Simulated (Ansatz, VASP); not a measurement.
## Two plane-wave programs on AlN

The input INCAR:

```
PREC     = Accurate       # precision mode
ENCUT    = 520            # plane-wave cutoff, eV
EDIFF    = 1E-6           # SCF threshold, eV
ISMEAR   = 0              # smearing method
SIGMA    = 0.01           # smearing width, eV
LREAL    = False          # projectors in reciprocal space
LASPH    = True           # aspherical terms in the spheres
NELM     = 100            # most SCF steps
ALGO     = Normal         # electronic algorithm
ISIF     = 2              # what is computed and relaxed
LWAVE    = False          # write WAVECAR
LCHARG   = False          # write CHGCAR
GGA      = PE             # functional
NBANDS   = 16             # bands
```

Contents of KPOINTS:

```
Automatic mesh
0
Gamma
  9 9 4
```

The input POSCAR:

```
AlN
1.0
    3.1302469296      0.0000000000      0.0000000000
   -1.5651234648      2.7108733611      0.0000000000
    0.0000000000      0.0000000000      5.0179926450
Al N
2 2
Direct
    0.3333333333      0.6666666667     -0.0007707944
    0.6666666667      0.3333333333      0.4992292056
    0.3333333333      0.6666666667      0.3807707944
    0.6666666667      0.3333333333      0.8807707944
```

Input for Ansatz:

```yaml
crystal:
  lattice:
    - [3.1302469296, 0.0, 0.0]
    - [-1.5651234648, 2.7108733611, 0.0]
    - [0.0, 0.0, 5.017992645]
  atoms:
    - { symbol: Al, position: [0.3333333333, 0.6666666667, -0.0007707944] }
    - { symbol: Al, position: [0.6666666667, 0.3333333333, 0.4992292056] }
    - { symbol: "N", position: [0.3333333333, 0.6666666667, 0.3807707944] }
    - { symbol: "N", position: [0.6666666667, 0.3333333333, 0.8807707944] }
kpoints:
  mp_grid: { grid: [9, 9, 4] }
hamiltonian:
  xc: pbe
scf:
  occupations: { method: fixed }
  n_extra_bands: 5
output:
  forces: true
  stress: true
  eigenvalues: true
```

Alike in both runs: task single point; functional PBE; k mesh 9 × 9 × 4; no spin polarisation.

|  | VASP | Ansatz |
| --- | --- | --- |
| version | VASP 6.6.1 | Ansatz 0.2.0 |
| potentials or method | VASP PAW PBE potentials, release 64 (Al, N) | plane waves, PAW |
| plane-wave cutoff (eV) | 520 | 420 |
| occupations | gaussian, width 0.01 eV | fixed |
| valence electrons in the cell | 16 | 16 |

Ansatz gave:

```
gap on the k mesh at the Fermi level (eV) : 4.03
pressure (GPa)                            : 0.0
```

Q: Which values does VASP return?

A: gap on the k mesh at the Fermi level (eV): 4.04; pressure (GPa): -0.3.
